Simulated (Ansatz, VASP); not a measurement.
## Two plane-wave programs on TePb

POSCAR

```
TePb
1.0
    0.0000000000      3.2270000000      3.0656500000
    3.2270000000      0.0000000000      3.0656500000
    3.2270000000      3.2270000000      0.0000000000
Te Pb
1 1
Direct
    0.5000000000      0.5000000000      0.5000000000
    0.0000000000      0.0000000000      0.0000000000
```

Contents of INCAR.step1:

```
SYSTEM = TePb
ALGO = Normal ; EDIFF = 1E-4
ENCUT = 520 ; GGA = PE
ISMEAR = 0 ; LASPH = .TRUE.
LCHARG = .FALSE. ; LREAL = .FALSE.
LWAVE = .TRUE. ; NBANDS = 17
NELM = 100 ; PREC = Accurate
SIGMA = 0.05
```

File INCAR.step2:

```
SYSTEM = TePb
ALGO = Normal ; EDIFF = 1E-7
ENCUT = 520 ; ISIF = 2
ISMEAR = 0 ; ISTART = 1
LASPH = .TRUE. ; LCHARG = .FALSE.
LMIXTAU = .TRUE. ; LREAL = .FALSE.
LWAVE = .FALSE. ; METAGGA = R2SCAN
NBANDS = 17 ; NELM = 100
PREC = Accurate ; SIGMA = 0.05
```

KPOINTS

```
k-points
0
G
  8 8 8
  0 0 0
```

Input for Ansatz:

```yaml
crystal:
  lattice:
    - [0.0, 3.227, 3.06565]
    - [3.227, 0.0, 3.06565]
    - [3.227, 3.227, 0.0]
  atoms:
    - { symbol: Te, position: [0.5, 0.5, 0.5] }
    - { symbol: Pb, position: [0.0, 0.0, 0.0] }
basis:
  ecutwfc: 500
kpoints:
  mp_grid: { grid: [8, 8, 8] }
hamiltonian:
  xc: r2scan
scf:
  occupations: { method: gaussian, width: 0.05 }
output:
  forces: true
  stress: true
  eigenvalues: true
```

Change from the starting cell: strain +0.000 along x and y, -0.050 along z, atoms carried along.

Alike in both runs: task single point; functional r2SCAN; k mesh 8 × 8 × 8; occupations gaussian, width 0.05 eV; no spin polarisation.

```csv
,VASP,Ansatz
version,VASP 6.6.1,Ansatz 0.2.0
potentials or method,"VASP PAW PBE potentials, release 64 (Te, Pb_d), cutoff 520 eV","scalar-relativistic, plane waves, PAW"
valence electrons in the cell,20,30
```

```csv
,VASP,Ansatz,Ansatz less VASP
gap on the k mesh at the Fermi level (eV),0.70,0.70,-0.004
least direct gap on the mesh (eV),0.70,0.70,-0.004
pressure (GPa),5.0,5.0,0.00
"traceless stress, the component that is largest in VASP (GPa)",5.96,5.94,-0.012
```

VASP's potentials were made for PBE, not for r2SCAN. The functional is the same, so the differences come from potentials, cutoffs and numerics. VASP's potentials hold 20 valence electrons a cell and Ansatz's 30, so a difference there can come from the potentials and not from the codes.

Neither program's run includes spin-orbit coupling.
